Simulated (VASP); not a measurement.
# LiSc2 (P6_3/mmc) in VASP: single point with PBE

Aim: the single point of LiSc2 with PBE.

All numbers are computed with VASP 6.6.1; they aren't measurements. Logs are shortened: lines on timing, memory, paths and dates and some standing lists are left out, and cuts for length are marked.

## (1) The cell of the first run

The structure is hexagonal, space group P6_3/mmc (No. 194). The conventional cell has a = 3.263 Å, b = 3.263 Å, c = 15.433 Å, α = 90.00°, β = 90.00°, γ = 120.00°. Li (site symmetry -6m2) has 6 Sc at 3.21 Å and 6 Li at 3.26 Å within 4.2 Å. Within 4.1 Å of Sc (site symmetry 3m) lie 9 Sc at 3.14 to 3.26 Å and 3 Li at 3.21 Å.

## (2) Single point, PBE

The input, INCAR:

```
PREC     = Accurate       # precision mode
ENCUT    = 520            # plane-wave cutoff, eV
EDIFF    = 1E-6           # SCF threshold, eV
ISMEAR   = 0              # smearing method
SIGMA    = 0.1            # smearing width, eV
LREAL    = False          # projectors in reciprocal space
LASPH    = True           # aspherical terms in the spheres
NELM     = 100            # most SCF steps
ALGO     = Fast           # electronic algorithm
ISIF     = 2              # what is computed and relaxed
LWAVE    = False          # write WAVECAR
LCHARG   = False          # write CHGCAR
GGA      = PE             # functional
NBANDS   = 34             # bands
```

The input, KPOINTS:

```
regular mesh
0
Gamma
  6 6 2
```

The input, POSCAR:

```
LiSc2
1.0
    3.2631028183      0.0000000000      0.0000000000
   -1.6315514091      2.8259299358      0.0000000000
    0.0000000000      0.0000000000     15.4330646816
Li Sc
2 4
Direct
    0.3333333333      0.6666666667      0.2500000000
    0.6666666667      0.3333333333      0.7500000000
    0.3333333333      0.6666666667      0.5812116435
    0.6666666667      0.3333333333      0.0812116435
    0.3333333333      0.6666666667      0.9187883565
    0.6666666667      0.3333333333      0.4187883565
```

Potentials or basis: VASP PAW PBE potentials, release 64 (Li_sv, Sc_sv).

Run with:

```console
> cat potpaw_PBE.64/Li_sv/POTCAR potpaw_PBE.64/Sc_sv/POTCAR > POTCAR
> mpirun -np 1 vasp_std > vasp.out
```

OUTCAR:

```text
PREC = Accurate
   ENCUT = 520
   EDIFF = 1E-6
   ISMEAR = 0
   LREAL = False
   LASPH = True
   NELM = 100
   ISIF = 2
   GGA = PE

 ion  position               nearest neighbor table
   1  0.333  0.667  0.250-
   2  0.667  0.333  0.750-
   3  0.333  0.667  0.581-   6 3.14   6 3.14   6 3.14
   4  0.667  0.333  0.081-   5 3.14   5 3.14   5 3.14
   5  0.333  0.667  0.919-   4 3.14   4 3.14   4 3.14
   6  0.667  0.333  0.419-   3 3.14   3 3.14   3 3.14

  LATTYP: Found a hexagonal cell.
 ALAT       =     3.2631028183
 C/A-ratio  =     4.7295673906

  Lattice vectors:

 A1 = (   3.2631028183,   0.0000000000,   0.0000000000)
 A2 = (  -1.6315514091,   2.8259299358,   0.0000000000)
 A3 = (   0.0000000000,   0.0000000000,  15.4330646816)

Analysis of symmetry for initial positions (statically):
=====================================================================
 Subroutine PRICEL returns:
 Original cell was already a primitive cell.

 Routine SETGRP: Setting up the symmetry group for a
 hexagonal supercell.

 Subroutine GETGRP returns: Found 24 space group operations
 (whereof 12 operations were pure point group operations)
 out of a pool of 24 trial point group operations.

The static configuration has the point symmetry D_3d.
 The point group associated with its full space group is D_6h.

Analysis of symmetry for dynamics (positions and initial velocities):
=====================================================================
 Subroutine PRICEL returns:
 Original cell was already a primitive cell.

 Routine SETGRP: Setting up the symmetry group for a
 hexagonal supercell.

 Subroutine GETGRP returns: Found 24 space group operations
 (whereof 12 operations were pure point group operations)
 out of a pool of 24 trial point group operations.

The dynamic configuration has the point symmetry D_3d.
 The point group associated with its full space group is D_6h.

 Subroutine INISYM returns: Found 24 space group operations
 (whereof 12 operations are pure point group operations),
 and found     1 'primitive' translations

----------------------------------------------------------------------------------------

                                     Primitive cell

  volume of cell :     142.3129

  direct lattice vectors                    reciprocal lattice vectors
     3.263102818  0.000000000  0.000000000     0.306456785  0.176932908  0.000000000
    -1.631551409  2.825929936  0.000000000     0.000000000  0.353865815  0.000000000
     0.000000000  0.000000000 15.433064682     0.000000000  0.000000000  0.064795944

  length of vectors
     3.263102818  3.263102818 15.433064682     0.353865815  0.353865815  0.064795944

  position of ions in fractional coordinates (direct lattice)
     0.333333333  0.666666667  0.250000000
     0.666666667  0.333333333  0.750000000
     0.333333333  0.666666667  0.581211643
     0.666666667  0.333333333  0.081211643
     0.333333333  0.666666667  0.918788357
     0.666666667  0.333333333  0.418788357

  ion indices of the primitive-cell ions
   primitive index   ion index
                 1           1
                 2           2
                 3           3
                 4           4
                 5           5
                 6           6

----------------------------------------------------------------------------------------

 KPOINTS: regular mesh

Automatic generation of k-mesh.
 Grid dimensions read from file:
 generate k-points for:    6    6    2

 Generating k-lattice:

  Cartesian coordinates                     Fractional coordinates (reciprocal lattice)
     0.051076131  0.029488818  0.000000000     0.166666667  0.000000000  0.000000000
     0.000000000  0.058977636  0.000000000     0.000000000  0.166666667  0.000000000
     0.000000000  0.000000000  0.032397972     0.000000000  0.000000000  0.500000000

  Length of vectors
     0.058977636  0.058977636  0.032397972

  Shift w.r.t. Gamma in fractional coordinates (k-lattice)
     0.000000000  0.000000000  0.000000000

 Subroutine IBZKPT returns following result:
 ===========================================

 Found     14 irreducible k-points:

 Following reciprocal coordinates:
            Coordinates               Weight
  0.000000  0.000000  0.000000      1.000000
  0.166667  0.000000  0.000000      6.000000
  0.333333  0.000000  0.000000      6.000000
  0.500000  0.000000  0.000000      3.000000
  0.166667  0.166667  0.000000      6.000000
  0.333333  0.166667  0.000000     12.000000
  0.333333  0.333333  0.000000      2.000000
  0.000000  0.000000  0.500000      1.000000
  0.166667  0.000000  0.500000      6.000000
  0.333333  0.000000  0.500000      6.000000
  0.500000  0.000000  0.500000      3.000000
  0.166667  0.166667  0.500000      6.000000
  0.333333  0.166667  0.500000     12.000000
  0.333333  0.333333  0.500000      2.000000
   k-points           NKPTS =     14   k-points in BZ     NKDIM =     14   number of bands    NBANDS=     34
   number of dos      NEDOS =    301   number of ions     NIONS =      6
   total plane-waves  NPLWV =  69120
   dimension x,y,z NGX =    24 NGY =   24 NGZ =  120
   dimension x,y,z NGXF=    48 NGYF=   48 NGZF=  240
   ions per type =               2   4
   NGX,Y,Z   is equivalent  to a cutoff of  12.23, 12.23, 12.93 a.u.
   NGXF,Y,Z  is equivalent  to a cutoff of  24.45, 24.45, 25.85 a.u.
 SYSTEM =  unknown system
   PREC   = accura    normal or accurate (medium, high low for compatibility)
   ISTART =      0    job   : 0-new  1-cont  2-samecut
   ICHARG =      2    charge: 1-file 2-atom 10-const
   ISPIN  =      1    spin polarized calculation?
   LNONCOLLINEAR =      F non collinear calculations
   LSORBIT =      F    spin-orbit coupling
   LASPH  =      T    aspherical Exc in radial PAW
   ENCUT  =  520.0 eV  38.22 Ry    6.18 a.u.   6.07  6.07 28.70*2*pi/ulx,y,z
   NELM   =    100;   NELMIN=  2; NELMDL= -5     # of ELM steps
   EDIFF  = 0.1E-05   stopping-criterion for ELM
   LREAL  =      F    real-space projection
   EDIFFG = 0.1E-04   stopping-criterion for IOM
   NSW    =      0    number of steps for IOM
   IBRION =     -1    ionic relax: 0-MD 1-quasi-New 2-CG
   NFREE  =      0    steps in history (QN), initial steepest desc. (CG)
   ISIF   =      2    stress and relaxation
   ISYM   =      2    0-nonsym 1-usesym 2-fastsym
   POTIM  = 0.5000    time-step for ionic-motion
   TEBEG  =    0.0;   TEEND  =   0.0 temperature during run
   PSTRESS=    0.0 pullay stress
   NELECT =      50.0000    total number of electrons
   NUPDOWN=      -1.0000    fix difference up-down
   EMIN   =  10.00;   EMAX   =-10.00  energy-range for DOS
   EFERMI =   0.00;   METHOD = LEGACY
   ISMEAR =     0;   SIGMA  =   0.10  broadening in eV -4-tet -1-fermi 0-gaus
   EFERMI_NEDOS =   21; number of points for ismear=-14 and -15
   IALGO  =     68    algorithm
   IMIX   =      4    mixing-type and parameters
     AMIX     =   0.40;   BMIX     =  1.00
     AMIX_MAG =   1.60;   BMIX_MAG =  1.00
  volume/ion in A,a.u.               =      23.72       160.06
  Fermi-wavevector in a.u.,A,eV,Ry     =   1.155181  2.182976 18.156203  1.334443
  Thomas-Fermi vector in A             =   2.291812
   LORBIT       =      0    0 simple, 1 ext, 2 COOP (PROOUT), +10 PAW based schemes
   GGA     = PE    functional components
   LHFCALC =     F    Hartree Fock is set to
   AEXX    =    0.0000 exact exchange contribution
   IVDW    =     0    specifies the selected vdW correction
   LEPSILON=     F    determine dielectric tensor
   LRPA    =     F    only Hartree local field effects (RPA)
 non-spin polarized calculation
 RMM-DIIS sequential band-by-band and
 Gauss-broadening in eV      SIGMA  =   0.10
  energy-cutoff  :      520.00
  volume of cell :      142.31
 maximum number of plane-waves:      3870
   NGX = 13   NGY = 13   NGZ = 57

 number of electron      50.0000020 magnetization

 Free energy of the ion-electron system (eV)
  ---------------------------------------------------
  ext. energy  EPLUGINS =         0.00000000
  ---------------------------------------------------
  free energy    TOTEN  =       -28.10785671 eV

  energy without entropy =      -28.06915906  energy(sigma->0) =      -28.08850789

 E-fermi :   2.6805     XC(G=0):  -8.9586

 val. band max:        2.6385652386   @ k =   0.3333   0.0000   0.5000
 cond. band min:       2.6839165537   @ k =   0.3333   0.3333   0.0000
 fundamental gap:      0.0453513150
 Fermi energy:         2.6805145612

 k-point     1 :       0.0000    0.0000    0.0000
  band No.  band energies     occupation
      1     -46.7998      2.00000
      2     -46.7998      2.00000
      3     -46.7522      2.00000
      4     -46.7522      2.00000
      5     -43.4701      2.00000
      6     -43.4701      2.00000
[... 26 lines left out ...]
     33       4.4013      0.00000
     34       4.4047      0.00000

 k-point     2 :       0.1667    0.0000    0.0000
  band No.  band energies     occupation
      1     -46.7871      2.00000
      2     -46.7871      2.00000
      3     -46.7452      2.00000
      4     -46.7451      2.00000
      5     -43.4687      2.00000
      6     -43.4687      2.00000
[... 26 lines left out ...]
     33       4.6047      0.00000
     34       4.6359      0.00000

 k-point     3 :       0.3333    0.0000    0.0000
  band No.  band energies     occupation
      1     -46.7600      2.00000
      2     -46.7599      2.00000
      3     -46.7326      2.00000
      4     -46.7326      2.00000
      5     -43.4659      2.00000
      6     -43.4658      2.00000
[... 26 lines left out ...]
     33       4.6037      0.00000
     34       4.6361      0.00000
[... 334 lines left out ...]
 k-point    13 :       0.3333    0.1667    0.5000
  band No.  band energies     occupation
      1     -46.7442      2.00000
      2     -46.7442      2.00000
      3     -46.7285      2.00000
      4     -46.7285      2.00000
      5     -43.4644      2.00000
      6     -43.4644      2.00000
[... 26 lines left out ...]
     33       4.2803      0.00000
     34       4.2803      0.00000

 k-point    14 :       0.3333    0.3333    0.5000
  band No.  band energies     occupation
      1     -46.7314      2.00000
      2     -46.7314      2.00000
      3     -46.7314      2.00000
      4     -46.7314      2.00000
      5     -43.4637      2.00000
      6     -43.4637      2.00000
[... 26 lines left out ...]
     33       4.2005      0.00000
     34       4.2005      0.00000

------------------------ aborting loop because EDIFF is reached ----------------------------------------

  FORCE on cell =-STRESS in cart. coord.  units (eV):
  Direction    XX          YY          ZZ          XY          YZ          ZX
  --------------------------------------------------------------------------------------
  -------------------------------------------------------------------------------------
  Total        0.0540676      0.0540676     -0.0001884      0.0000000      0.0000000      0.0000000
  in kB        0.6086995      0.6086995     -0.0021207      0.0000000      0.0000000      0.0000000
  external PRESSURE =       0.4050928 kB  Pullay stress =       0.0000000 kB

 VOLUME and BASIS-vectors are now :
 -----------------------------------------------------------------------------
  energy-cutoff  :      520.00
  volume of cell :      142.31
      direct lattice vectors                 reciprocal lattice vectors
     3.263102818  0.000000000  0.000000000     0.306456785  0.176932908  0.000000000
    -1.631551409  2.825929936  0.000000000     0.000000000  0.353865815  0.000000000
     0.000000000  0.000000000 15.433064682     0.000000000  0.000000000  0.064795944

 POSITION                                       TOTAL-FORCE (eV/Angst)
 -----------------------------------------------------------------------------------
     -0.00000      1.88395      3.85827         0.000000      0.000000      0.000000
      1.63155      0.94198     11.57480         0.000000     -0.000000      0.000000
     -0.00000      1.88395      8.96988        -0.000000     -0.000000      0.012598
      1.63155      0.94198      1.25334         0.000000     -0.000000      0.012598
     -0.00000      1.88395     14.17972        -0.000000     -0.000000     -0.012598
      1.63155      0.94198      6.46319         0.000000     -0.000000     -0.012598
 -----------------------------------------------------------------------------------
    total drift:                                0.000000     -0.000000      0.000000

  FREE ENERGIE OF THE ION-ELECTRON SYSTEM (eV)
  ---------------------------------------------------
  free  energy   TOTEN  =       -28.1078567121 eV

  energy  without entropy=      -28.0691590610  energy(sigma->0) =      -28.08850789
```

It took 5 min on 1 thread of Oxide Virtual Turin-like, shared host; peak memory 0.24 GiB.

Results:

- Free energy: -28.1079 eV
- Largest force: 0.013 eV/Å
- Band gap on the k mesh: zero (bands 25 and 26 overlap by 0.49 eV)

Forces in eV/Å, atoms in the order of the input:
```
Li   0.000  0.000  0.000
Li   0.000  0.000  0.000
Sc   0.000  0.000  0.013
Sc   0.000  0.000  0.013
Sc   0.000  0.000 -0.013
Sc   0.000  0.000 -0.013
```

Caveat: the k points lie up to 0.37 Å⁻¹ apart; the cutoff is under 1.25 times the usual one of these potentials, so pressure, stress and relaxed cells hold a basis-set (Pulay) error.

The gap in the log of VASP goes by the Fermi energy; the results here count the filled bands.